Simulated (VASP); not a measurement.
# LiH (P6_3/mmc) in VASP: further runs, part 2 of 2

VASP 6.6.1. The steps go on from the part before.

**4. Single point, HSE06 (biaxial xy strain -0.3%)**

Input file POSCAR:

```
LiH
1.0
    3.2450855152      0.0000000000      0.0000000000
   -1.6225427576      2.8103264936      0.0000000000
    0.0000000000      0.0000000000      4.0684421498
Li H
2 2
Direct
    0.3333333333      0.6666666667     -0.0625000000
    0.6666666667      0.3333333333      0.4375000000
    0.3333333333      0.6666666667      0.4375000000
    0.6666666667      0.3333333333      0.9375000000
```

Input file INCAR.step1:

```
  PREC = Accurate
  ENCUT = 520
  EDIFF = 1E-5
  ISMEAR = 0
  SIGMA = 0.01
  LREAL = False
  LASPH = True
  NELM = 60
  ALGO = Normal
  ISIF = 2
  LWAVE = True
  LCHARG = False
  GGA = PE
  NBANDS = 12
```

Input file INCAR.step2:

```
  PREC = Accurate
  ENCUT = 520
  EDIFF = 1E-6
  ISMEAR = 0
  SIGMA = 0.01
  LREAL = False
  LASPH = True
  NELM = 60
  ALGO = Normal
  ISIF = 2
  LWAVE = False
  LCHARG = False
  GGA = PE
  LHFCALC = True
  HFSCREEN = 0.2079
  PRECFOCK = Normal
  ISTART = 1
  NBANDS = 12
```

Input file KPOINTS:

```
Automatic mesh
0
Gamma
  6 6 4
```

Potentials or basis: VASP PAW PBE potentials, release 64 (Li_sv, H).

Started as:

```
$ cat potpaw_PBE.64/Li_sv/POTCAR potpaw_PBE.64/H/POTCAR > POTCAR
$ cp INCAR.step1 INCAR
$ mpirun -np 1 vasp_std > vasp.out
$ cp INCAR.step2 INCAR
$ mpirun -np 1 vasp_std > vasp.out
```

OUTCAR:

```text
PREC = Accurate
   ENCUT = 520
   EDIFF = 1E-6
   ISMEAR = 0
   LREAL = False
   LASPH = True
   NELM = 60
   ISIF = 2
   GGA = PE
   LHFCALC = True
   HFSCREEN = 0.2079
   PRECFOCK = Normal
   ISTART = 1

 ion  position               nearest neighbor table
   1  0.333  0.667  0.938-
   2  0.667  0.333  0.438-
   3  0.333  0.667  0.438-
[... 518 lines left out ...]
------------------------ aborting loop because EDIFF is reached ----------------------------------------

  FORCE on cell =-STRESS in cart. coord.  units (eV):
  Direction    XX          YY          ZZ          XY          YZ          ZX
  --------------------------------------------------------------------------------------
  -------------------------------------------------------------------------------------
  Total       -0.0447503     -0.0447503     -0.0904200      0.0000000     -0.0000000      0.0000000
  in kB       -1.9323915     -1.9323915     -3.9044888      0.0000000     -0.0000000      0.0000000
  external PRESSURE =      -2.5897573 kB  Pullay stress =       0.0000000 kB

 VOLUME and BASIS-vectors are now :
 -----------------------------------------------------------------------------
  energy-cutoff  :      520.00
  volume of cell :       37.10
      direct lattice vectors                 reciprocal lattice vectors
     3.245085515  0.000000000  0.000000000     0.308158289  0.177915271  0.000000000
    -1.622542758  2.810326494  0.000000000     0.000000000  0.355830542  0.000000000
     0.000000000  0.000000000  4.068442150     0.000000000  0.000000000  0.245794327

 POSITION                                       TOTAL-FORCE (eV/Angst)
 -----------------------------------------------------------------------------------
     -0.00000      1.87355      3.81416         0.000000     -0.000000     -0.000000
      1.62254      0.93678      1.77994        -0.000000      0.000000      0.000000
     -0.00000      1.87355      1.77994        -0.000000      0.000000      0.000000
      1.62254      0.93678      3.81416         0.000000      0.000000      0.000000
 -----------------------------------------------------------------------------------
    total drift:                               -0.000000      0.000000      0.000028

  FREE ENERGIE OF THE ION-ELECTRON SYSTEM (eV)
  ---------------------------------------------------
  free  energy   TOTEN  =       -13.4693205539 eV

  energy  without entropy=      -13.4693205539  energy(sigma->0) =      -13.46932055
```

OSZICAR.step1:

```text
N       E                     dE             d eps       ncg     rms          rms(c)
DAV:   1     0.218408433522E+02    0.21841E+02   -0.39727E+03   504   0.681E+02
DAV:   2    -0.844743402183E+01   -0.30288E+02   -0.29730E+02   620   0.147E+02
DAV:   3    -0.127939195481E+02   -0.43465E+01   -0.43214E+01   928   0.388E+01
DAV:   4    -0.128322197047E+02   -0.38300E-01   -0.38291E-01   636   0.499E+00
DAV:   5    -0.128324881034E+02   -0.26840E-03   -0.26840E-03   688   0.387E-01    0.454E+00
DAV:   6    -0.123070324375E+02    0.52546E+00   -0.32325E-01   588   0.206E+00    0.225E+00
DAV:   7    -0.121489613196E+02    0.15807E+00   -0.42723E-01   608   0.261E+00    0.408E-01
DAV:   8    -0.121596577744E+02   -0.10696E-01   -0.28922E-02   608   0.977E-01    0.131E-01
DAV:   9    -0.121592382178E+02    0.41956E-03   -0.83422E-04   668   0.140E-01    0.272E-02
DAV:  10    -0.121592476803E+02   -0.94625E-05   -0.92036E-05   612   0.621E-02
   1 F= -.12159248E+02 E0= -.12159248E+02  d E =-.394973-131
```

It took 4.9 min on 1 thread of Intel Xeon Platinum 8375C at 2.90GHz (Ice Lake), shared host; peak memory 0.25 GiB.

Results:

```yaml
Free_energy: -13.4693 eV
Band_gap_on_the_k_mesh: 2.75 eV (least direct gap 4.04 eV)
```

Levels at points of the mesh, in eV from the valence-band top:
| k point | band 2 | band 3 | band 4 | band 5 | band 6 | band 7 |
| --- | --- | --- | --- | --- | --- | --- |
| (0.00, 0.00, 0.00) | -47.55 | -5.83 | 0.00 | 4.04 | 12.13 | 12.13 |
| (0.50, 0.00, 0.00) | -47.56 | -3.08 | -2.16 | 5.49 | 7.98 | 8.58 |
| (0.00, 0.00, 0.50) | -47.58 | -4.11 | -4.11 | 10.93 | 10.93 | 14.21 |
| (0.50, 0.00, 0.50) | -47.57 | -2.64 | -2.64 | 5.30 | 5.30 | 10.84 |

Caveat: the cell differs from its parent crystal (biaxial xy strain -0.3%); the cutoff is under 1.25 times the usual one of these potentials, so pressure, stress and relaxed cells hold a basis-set (Pulay) error; the PAW data sets were made with another functional, which shifts forces and pressure a little. A k mesh can miss the band edges.

**5. The runs side by side**

| level | cell | k mesh | grid for exact exchange (PRECFOCK) | share of exact exchange | screening parameter | gap on the mesh (eV) |
| --- | --- | --- | --- | --- | --- | --- |
| r2SCAN | a = 3.245, b = 3.245, c = 4.068 Å, angles 90.0, 90.0, 120.0°, 4 atoms | 12 × 12 × 6 | - | - | - | 2.31 |
| HSE06 | a = 3.095, b = 3.095, c = 4.144 Å, angles 90.0, 90.0, 120.0°, 4 atoms | 6 × 6 × 4 | Normal | 0.25 | 0.2079 1/Å | 3.16 |
| HSE06 | a = 3.245, b = 3.245, c = 4.068 Å, angles 90.0, 90.0, 120.0°, 4 atoms | 6 × 6 × 4 | Normal | 0.25 | 0.2079 1/Å | 2.75 |

Alike in all rows: task single point; potentials or basis VASP PAW PBE potentials, release 64 (Li_sv, H); no spin polarisation; cutoff (eV) 520; smearing gaussian 0.01 eV.

Caveats: the cutoff is under 1.25 times the usual one of these potentials, so pressure, stress and relaxed cells hold a basis-set (Pulay) error; the PAW data sets were made with another functional, which shifts forces and pressure a little.

Absolute energies hang on the potentials; compare differences alone.
